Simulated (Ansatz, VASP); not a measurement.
**One calculation of BN, two programs**

```
CELL_PARAMETERS angstrom
0.00000 1.78581 1.86739
1.78581 0.00000 1.86739
1.78581 1.78581 0.00000
ATOMIC_POSITIONS crystal
B 0.00000 0.00000 0.00000
N 0.75000 0.75000 0.75000
```

Change from the starting cell: strain -0.015 along x and y, +0.030 along z, atoms carried along.

Alike in both runs: task single point; functional r2SCAN; k mesh 12 × 12 × 12; occupations gaussian, width 0.05 eV; no spin polarisation.

|  | VASP | Ansatz |
| --- | --- | --- |
| version | VASP 6.6.1 | Ansatz 0.2.0 |
| potentials or method | VASP PAW PBE potentials, release 64 (B, N), cutoff 520 eV | scalar-relativistic, plane waves, PAW |
| valence electrons in the cell | 8 | 8 |

|  | VASP | Ansatz | Ansatz less VASP |
| --- | --- | --- | --- |
| gap on the k mesh at the Fermi level (eV) | 4.56 | 4.58 | +0.021 |
| least direct gap on the mesh (eV) | 9.24 | 9.27 | +0.037 |
| pressure (GPa) | -3.8 | -4.9 | -1.07 |
| traceless stress, the component that is largest in VASP (GPa) | -20.22 | -20.27 | -0.050 |

VASP's potentials were made for PBE, not for r2SCAN.
